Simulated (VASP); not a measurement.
# Be2BH6 (Fm-3m) in VASP: further runs

Runs on Be2BH6. Level: PBE. Tasks: single point, relaxation of cell and atoms.

Program: VASP 6.6.1. These are calculated values, not measurements. Logs are shortened: lines on timing, memory, paths and dates and some standing lists are left out, and cuts for length are marked.

### Step 1. The cell of the first run

The structure is cubic, space group Fm-3m (No. 225). Conventional cell: a = 5.571 Å, b = 5.571 Å, c = 5.571 Å, α = 90.00°, β = 90.00°, γ = 90.00°. Within 2.6 Å of Be (site symmetry -43m) lie 12 H at 1.97 Å and 4 B at 2.41 Å. B (site symmetry m-3m) has 6 H at 1.45 Å within 1.9 Å. Within 1.9 Å of H (site symmetry 4mm) lie 1 B at 1.45 Å and 4 H at 1.89 Å.

### Step 2. Single point, PBE

INCAR

```
SYSTEM = Be2BH6
ALGO = Normal ; EDIFF = 1E-7
ENCUT = 520 ; GGA = PE
ISIF = 2 ; ISMEAR = 0
LASPH = .TRUE. ; LCHARG = .FALSE.
LREAL = .FALSE. ; LWAVE = .FALSE.
NBANDS = 16 ; NELM = 60
PREC = Accurate ; SIGMA = 0.1
```

KPOINTS

```
k-points
0
G
  12 12 12
  0 0 0
```

POSCAR

```
Be2BH6
1.0
    0.0000000000      2.7853850672      2.7853850672
    2.7853850672      0.0000000000      2.7853850672
    2.7853850672      2.7853850672      0.0000000000
Be B H
2 1 6
Direct
    0.2500000000      0.2500000000      0.2500000000
    0.7500000000      0.7500000000      0.7500000000
    0.0000000000      0.0000000000      0.0000000000
    0.7403246406      0.2596753594      0.2596753594
    0.2596753594      0.7403246406      0.7403246406
    0.2596753594      0.7403246406      0.2596753594
    0.7403246406      0.2596753594      0.7403246406
    0.2596753594      0.2596753594      0.7403246406
    0.7403246406      0.7403246406      0.2596753594
```

Potentials or basis: VASP PAW PBE potentials, release 64 (Be, B, H).

On the command line:

```
$ cat potpaw_PBE.64/Be/POTCAR potpaw_PBE.64/B/POTCAR potpaw_PBE.64/H/POTCAR > POTCAR
$ mpirun -np 1 vasp_std > vasp.out
```

OUTCAR:

```text
SYSTEM = Be2BH6
   EDIFF = 1E-7
   ENCUT = 520
   GGA = PE
   ISIF = 2
   ISMEAR = 0
   LASPH = .TRUE.
   LREAL = .FALSE.
   NELM = 60
   PREC = Accurate

 ion  position               nearest neighbor table
   1  0.250  0.250  0.250-
   2  0.750  0.750  0.750-
   3  0.000  0.000  0.000-   4 1.45   5 1.45   6 1.45   7 1.45   8 1.45   9 1.45
   4  0.740  0.260  0.260-   3 1.45
   5  0.260  0.740  0.740-   3 1.45
   6  0.260  0.740  0.260-   3 1.45
   7  0.740  0.260  0.740-   3 1.45
   8  0.260  0.260  0.740-   3 1.45
   9  0.740  0.740  0.260-   3 1.45

  LATTYP: Found a face centered cubic cell.
 ALAT       =     5.5707701344

  Lattice vectors:

 A1 = (   0.0000000000,   2.7853850672,   2.7853850672)
 A2 = (   2.7853850672,   0.0000000000,   2.7853850672)
 A3 = (   2.7853850672,   2.7853850672,   0.0000000000)

Analysis of symmetry for initial positions (statically):
=====================================================================
 Subroutine PRICEL returns:
 Original cell was already a primitive cell.

 Routine SETGRP: Setting up the symmetry group for a
 face centered cubic supercell.

 Subroutine GETGRP returns: Found 48 space group operations
 (whereof 48 operations were pure point group operations)
 out of a pool of 48 trial point group operations.

The static configuration has the point symmetry O_h .

Analysis of symmetry for dynamics (positions and initial velocities):
=====================================================================
 Subroutine PRICEL returns:
 Original cell was already a primitive cell.

 Routine SETGRP: Setting up the symmetry group for a
 face centered cubic supercell.

 Subroutine GETGRP returns: Found 48 space group operations
 (whereof 48 operations were pure point group operations)
 out of a pool of 48 trial point group operations.

The dynamic configuration has the point symmetry O_h .

 Subroutine INISYM returns: Found 48 space group operations
 (whereof 48 operations are pure point group operations),
 and found     1 'primitive' translations

----------------------------------------------------------------------------------------

                                     Primitive cell

  volume of cell :      43.2201

  direct lattice vectors                    reciprocal lattice vectors
     0.000000000  2.785385067  2.785385067    -0.179508394  0.179508394  0.179508394
     2.785385067  0.000000000  2.785385067     0.179508394 -0.179508394  0.179508394
     2.785385067  2.785385067  0.000000000     0.179508394  0.179508394 -0.179508394

  length of vectors
     3.939129338  3.939129338  3.939129338     0.310917659  0.310917659  0.310917659

  position of ions in fractional coordinates (direct lattice)
     0.250000000  0.250000000  0.250000000
     0.750000000  0.750000000  0.750000000
     0.000000000  0.000000000  0.000000000
     0.740324641  0.259675359  0.259675359
     0.259675359  0.740324641  0.740324641
     0.259675359  0.740324641  0.259675359
     0.740324641  0.259675359  0.740324641
     0.259675359  0.259675359  0.740324641
     0.740324641  0.740324641  0.259675359

  ion indices of the primitive-cell ions
   primitive index   ion index
                 1           1
                 2           2
                 3           3
                 4           4
                 5           5
                 6           6
                 7           7
                 8           8
                 9           9

----------------------------------------------------------------------------------------

 KPOINTS: k-points

Automatic generation of k-mesh.
 Grid dimensions read from file:
 generate k-points for:   12   12   12

 Generating k-lattice:

  Cartesian coordinates                     Fractional coordinates (reciprocal lattice)
    -0.014959033  0.014959033  0.014959033     0.083333333  0.000000000  0.000000000
     0.014959033 -0.014959033  0.014959033     0.000000000  0.083333333  0.000000000
     0.014959033  0.014959033 -0.014959033     0.000000000  0.000000000  0.083333333

  Length of vectors
     0.025909805  0.025909805  0.025909805

  Shift w.r.t. Gamma in fractional coordinates (k-lattice)
     0.000000000  0.000000000  0.000000000

 Subroutine IBZKPT returns following result:
 ===========================================

 Found     72 irreducible k-points:

 Following reciprocal coordinates:
            Coordinates               Weight
  0.000000  0.000000  0.000000      1.000000
  0.083333  0.000000  0.000000      8.000000
  0.166667  0.000000  0.000000      8.000000
  0.250000  0.000000  0.000000      8.000000
  0.333333  0.000000  0.000000      8.000000
  0.416667  0.000000  0.000000      8.000000
[... 16 lines left out ...]
  0.500000  0.166667  0.000000     24.000000
 -0.416667  0.166667  0.000000     24.000000
 [... further k-points ...]
   k-points           NKPTS =     72   k-points in BZ     NKDIM =     72   number of bands    NBANDS=     16
   number of dos      NEDOS =    301   number of ions     NIONS =      9
   total plane-waves  NPLWV =  27000
   dimension x,y,z NGX =    30 NGY =   30 NGZ =   30
   dimension x,y,z NGXF=    60 NGYF=   60 NGZF=   60
   ions per type =               2   1   6
   NGX,Y,Z   is equivalent  to a cutoff of  12.66, 12.66, 12.66 a.u.
   NGXF,Y,Z  is equivalent  to a cutoff of  25.32, 25.32, 25.32 a.u.
 SYSTEM =  Be2BH6
   PREC   = accura    normal or accurate (medium, high low for compatibility)
   ISTART =      0    job   : 0-new  1-cont  2-samecut
   ICHARG =      2    charge: 1-file 2-atom 10-const
   ISPIN  =      1    spin polarized calculation?
   LNONCOLLINEAR =      F non collinear calculations
   LSORBIT =      F    spin-orbit coupling
   LASPH  =      T    aspherical Exc in radial PAW
   ENCUT  =  520.0 eV  38.22 Ry    6.18 a.u.   7.32  7.32  7.32*2*pi/ulx,y,z
   NELM   =     60;   NELMIN=  2; NELMDL= -5     # of ELM steps
   EDIFF  = 0.1E-06   stopping-criterion for ELM
   LREAL  =      F    real-space projection
   EDIFFG = 0.1E-05   stopping-criterion for IOM
   NSW    =      0    number of steps for IOM
   IBRION =     -1    ionic relax: 0-MD 1-quasi-New 2-CG
   NFREE  =      0    steps in history (QN), initial steepest desc. (CG)
   ISIF   =      2    stress and relaxation
   ISYM   =      2    0-nonsym 1-usesym 2-fastsym
   POTIM  = 0.5000    time-step for ionic-motion
   TEBEG  =    0.0;   TEEND  =   0.0 temperature during run
   PSTRESS=    0.0 pullay stress
   NELECT =      13.0000    total number of electrons
   NUPDOWN=      -1.0000    fix difference up-down
   EMIN   =  10.00;   EMAX   =-10.00  energy-range for DOS
   EFERMI =   0.00;   METHOD = LEGACY
   ISMEAR =     0;   SIGMA  =   0.10  broadening in eV -4-tet -1-fermi 0-gaus
   EFERMI_NEDOS =   21; number of points for ismear=-14 and -15
   IALGO  =     38    algorithm
   IMIX   =      4    mixing-type and parameters
     AMIX     =   0.40;   BMIX     =  1.00
     AMIX_MAG =   1.60;   BMIX_MAG =  1.00
  volume/ion in A,a.u.               =       4.80        32.41
  Fermi-wavevector in a.u.,A,eV,Ry     =   1.096884  2.072810 16.369911  1.203155
  Thomas-Fermi vector in A             =   2.233234
   LORBIT       =      0    0 simple, 1 ext, 2 COOP (PROOUT), +10 PAW based schemes
   GGA     = PE    functional components
   LHFCALC =     F    Hartree Fock is set to
   AEXX    =    0.0000 exact exchange contribution
   IVDW    =     0    specifies the selected vdW correction
   LEPSILON=     F    determine dielectric tensor
   LRPA    =     F    only Hartree local field effects (RPA)
 non-spin polarized calculation
 Gauss-broadening in eV      SIGMA  =   0.10
  energy-cutoff  :      520.00
  volume of cell :       43.22
 maximum number of plane-waves:      1211
 NGX is ok and might be reduce to    30
   NGX = 15   NGY = 15   NGZ = 15

 number of electron      13.0000004 magnetization

 Free energy of the ion-electron system (eV)
  ---------------------------------------------------
  ext. energy  EPLUGINS =         0.00000000
  ---------------------------------------------------
  free energy    TOTEN  =       -27.40767789 eV

  energy without entropy =      -27.40083857  energy(sigma->0) =      -27.40425823

 E-fermi :   5.8402     XC(G=0): -10.6755

 val. band max:        5.8247442677   @ k =   0.2500   0.0833   0.0000
 cond. band min:       5.8546645633   @ k =   0.1667   0.0000   0.0000
 fundamental gap:      0.0299202956
 Fermi energy:         5.8402144815

 k-point     1 :       0.0000    0.0000    0.0000
  band No.  band energies     occupation
      1      -9.7517      2.00000
      2      -0.4733      2.00000
      3      -0.4733      2.00000
      4      -0.4733      2.00000
      5       5.0424      2.00000
      6       5.0424      2.00000
[... 8 lines left out ...]
     15      13.7278      0.00000
     16      18.6815      0.00000

 k-point     2 :       0.0833    0.0000    0.0000
  band No.  band energies     occupation
      1      -9.6715      2.00000
      2      -0.9434      2.00000
      3      -0.5066      2.00000
      4      -0.5066      2.00000
      5       5.0562      2.00000
      6       5.0562      2.00000
[... 8 lines left out ...]
     15      13.9550      0.00000
     16      18.3496      0.00000

 k-point     3 :       0.1667    0.0000    0.0000
  band No.  band energies     occupation
      1      -9.4315      2.00000
      2      -2.0104      2.00000
      3      -0.5850      2.00000
      4      -0.5850      2.00000
      5       4.1832      2.00000
      6       4.1832      2.00000
[... 8 lines left out ...]
     15      14.5596      0.00000
     16      17.5168      0.00000

 k-point     4 :       0.2500    0.0000    0.0000
  band No.  band energies     occupation
      1      -9.0362      2.00000
      2      -3.2471      2.00000
      3      -0.6638      2.00000
      4      -0.6638      2.00000
      5       3.3264      2.00000
      6       3.3264      2.00000
[... 8 lines left out ...]
     15      15.2402      0.00000
     16      16.6447      0.00000

 k-point     5 :       0.3333    0.0000    0.0000
  band No.  band energies     occupation
      1      -8.4982      2.00000
      2      -4.4525      2.00000
      3      -0.7120      2.00000
      4      -0.7120      2.00000
      5       2.6479      2.00000
      6       2.6479      2.00000
[... 8 lines left out ...]
     15      14.9217      0.00000
     16      16.2933      0.00000

 k-point     6 :       0.4167    0.0000    0.0000
  band No.  band energies     occupation
      1      -7.8651      2.00000
      2      -5.5054      2.00000
      3      -0.7271      2.00000
      4      -0.7271      2.00000
      5       2.2086      2.00000
      6       2.2086      2.00000
[... 8 lines left out ...]
     15      14.7835      0.00000
     16      16.7339      0.00000
[... 267 lines left out ...]
 k-point    21 :       0.3333    0.1667    0.0000
  band No.  band energies     occupation
      1      -8.6000      2.00000
      2      -3.4762      2.00000
      3      -1.6863      2.00000
      4      -1.1525      2.00000
      5       1.3401      2.00000
      6       4.7464      2.00000
[... 8 lines left out ...]
     15      14.6228      0.00000
     16      15.6402      0.00000

 k-point    22 :       0.4167    0.1667    0.0000
  band No.  band energies     occupation
      1      -8.0345      2.00000
      2      -4.5921      2.00000
      3      -1.6838      2.00000
      4      -1.4722      2.00000
      5       1.3039      2.00000
      6       4.0252      2.00000
[... 8 lines left out ...]
     15      14.5089      0.00000
     16      15.1769      0.00000

 k-point    23 :       0.5000    0.1667    0.0000
  band No.  band energies     occupation
      1      -7.4313      2.00000
      2      -5.5087      2.00000
      3      -1.8441      2.00000
      4      -1.5403      2.00000
      5       1.5094      2.00000
      6       3.4278      2.00000
[... 8 lines left out ...]
     15      14.7734      0.00000
     16      16.0730      0.00000

 k-point    24 :      -0.4167    0.1667    0.0000
  band No.  band energies     occupation
      1      -7.2820      2.00000
      2      -5.7105      2.00000
      3      -2.1423      2.00000
      4      -1.2672      2.00000
      5       1.8768      2.00000
      6       2.9768      2.00000
[... 8 lines left out ...]
     15      14.4842      0.00000
     16      16.3269      0.00000

 [... further k-points ...]

------------------------ aborting loop because EDIFF is reached ----------------------------------------

  FORCE on cell =-STRESS in cart. coord.  units (eV):
  Direction    XX          YY          ZZ          XY          YZ          ZX
  --------------------------------------------------------------------------------------
  -------------------------------------------------------------------------------------
  Total       -0.0712144     -0.0712144     -0.0712144      0.0000000     -0.0000000      0.0000000
  in kB       -2.6399319     -2.6399319     -2.6399319      0.0000000     -0.0000000      0.0000000
  external PRESSURE =      -2.6399319 kB  Pullay stress =       0.0000000 kB

 VOLUME and BASIS-vectors are now :
 -----------------------------------------------------------------------------
  energy-cutoff  :      520.00
  volume of cell :       43.22
      direct lattice vectors                 reciprocal lattice vectors
     0.000000000  2.785385067  2.785385067    -0.179508394  0.179508394  0.179508394
     2.785385067  0.000000000  2.785385067     0.179508394 -0.179508394  0.179508394
     2.785385067  2.785385067  0.000000000     0.179508394  0.179508394 -0.179508394

 POSITION                                       TOTAL-FORCE (eV/Angst)
 -----------------------------------------------------------------------------------
      1.39269      1.39269      1.39269         0.000000      0.000000      0.000000
      4.17808      4.17808      4.17808         0.000000      0.000000      0.000000
      0.00000      0.00000      0.00000         0.000000      0.000000      0.000000
      1.44659      2.78539      2.78539        -0.007057      0.000000      0.000000
      4.12418      2.78539      2.78539         0.007057      0.000000      0.000000
      2.78539      1.44659      2.78539         0.000000     -0.007057      0.000000
      2.78539      4.12418      2.78539         0.000000      0.007057      0.000000
      2.78539      2.78539      1.44659         0.000000      0.000000     -0.007057
      2.78539      2.78539      4.12418         0.000000      0.000000      0.007057
 -----------------------------------------------------------------------------------
    total drift:                                0.000000      0.000000     -0.000000

  FREE ENERGIE OF THE ION-ELECTRON SYSTEM (eV)
  ---------------------------------------------------
  free  energy   TOTEN  =       -27.4076778920 eV

  energy  without entropy=      -27.4008385750  energy(sigma->0) =      -27.40425823
```

It used 52 s of CPU time on 1 thread of Intel Xeon 6975P-C, with other jobs on the host.

Results:

```yaml
Free_energy: -27.4077 eV
Pressure: -0.3 GPa
Largest_force: 0.007 eV/Å
```

Forces on the atoms (eV/Å):
```
Be   0.000  0.000  0.000
Be   0.000  0.000  0.000
B    0.000  0.000  0.000
H   -0.007  0.000  0.000
H    0.007  0.000  0.000
H    0.000 -0.007  0.000
H    0.000  0.007  0.000
H    0.000  0.000 -0.007
H    0.000  0.000  0.007
```

### Step 3. Relaxation of cell and atoms, PBE

INCAR

```
ALGO     = Normal         # electronic algorithm
EDIFF    = 1E-6           # SCF threshold, eV
EDIFFG   = -0.01          # ionic threshold
ENCUT    = 600            # plane-wave cutoff, eV
GGA      = PE             # functional
IBRION   = 2              # ionic algorithm
ISIF     = 3              # what is computed and relaxed
ISMEAR   = 0              # smearing method
LASPH    = T              # aspherical terms in the spheres
LCHARG   = F              # write CHGCAR
LREAL    = F              # projectors in reciprocal space
LWAVE    = F              # write WAVECAR
NELM     = 80             # most SCF steps
NSW      = 100            # ionic steps
PREC     = Accurate       # precision mode
SIGMA    = 0.1            # smearing width, eV
```

KPOINTS

```
k-points
0
Gamma
  12 12 12
```

POSCAR

```
Be2BH6
1.0
    0.0000000000      2.7870074127      2.7870074127
    2.7870074127      0.0000000000      2.7870074127
    2.7870074127      2.7870074127      0.0000000000
Be B H
2 1 6
Direct
    0.2500000000      0.2500000000      0.2500000000
    0.7500000000      0.7500000000      0.7500000000
    0.0000000000      0.0000000000      0.0000000000
    0.7403976478      0.2596023522      0.2596023522
    0.2596023522      0.7403976478      0.7403976478
    0.2596023522      0.7403976478      0.2596023522
    0.7403976478      0.2596023522      0.7403976478
    0.2596023522      0.2596023522      0.7403976478
    0.7403976478      0.7403976478      0.2596023522
```

Potentials or basis: VASP PAW PBE potentials, release 64 (Be, B, H).

On the command line:

```
$ cat potpaw_PBE.64/Be/POTCAR potpaw_PBE.64/B/POTCAR potpaw_PBE.64/H/POTCAR > POTCAR
$ mpirun -np 1 vasp_std > vasp.out
```

It took 53 s on 1 thread of Intel Xeon 6975P-C, shared host; peak memory 0.2 GiB.

The run converged. Its results:

| Property | Result |
| --- | --- |
| Free energy | -27.4107 eV |
| Pressure after relaxing | -0.3 GPa |
| Largest force after relaxing | 0.008 eV/Å |

Forces on the atoms (eV/Å):
```
Be   0.000  0.000  0.000
Be   0.000  0.000  0.000
B    0.000  0.000  0.000
H   -0.008  0.000  0.000
H    0.008  0.000  0.000
H    0.000 -0.008  0.000
H    0.000  0.008  0.000
H    0.000  0.000 -0.008
H    0.000  0.000  0.008
```

Final structure:
```
CELL_PARAMETERS angstrom
0.00000 2.78701 2.78701
2.78701 0.00000 2.78701
2.78701 2.78701 0.00000
ATOMIC_POSITIONS crystal
Be 0.25000 0.25000 0.25000
Be 0.75000 0.75000 0.75000
B 0.00000 0.00000 0.00000
H 0.74040 0.25960 0.25960
H 0.25960 0.74040 0.74040
H 0.25960 0.74040 0.25960
H 0.74040 0.25960 0.74040
H 0.25960 0.25960 0.74040
H 0.74040 0.74040 0.25960
```

Levels at points of the mesh, in eV from the Fermi level:
| k point | band 4 | band 5 | band 6 | band 7 | band 8 | band 9 |
| --- | --- | --- | --- | --- | --- | --- |
| (0.00, 0.00, 0.00) | -6.31 | -0.79 | -0.79 | -0.79 | -0.39 | -0.18 |
| (0.50, 0.00, 0.00) | -6.56 | -3.78 | -3.78 | -0.56 | 1.10 | 4.84 |
| (0.50, 0.50, 0.00) | -8.62 | -7.03 | -1.73 | 1.30 | 5.10 | 5.10 |

Caveat: the relaxation stopped at its first step, so nothing moved.
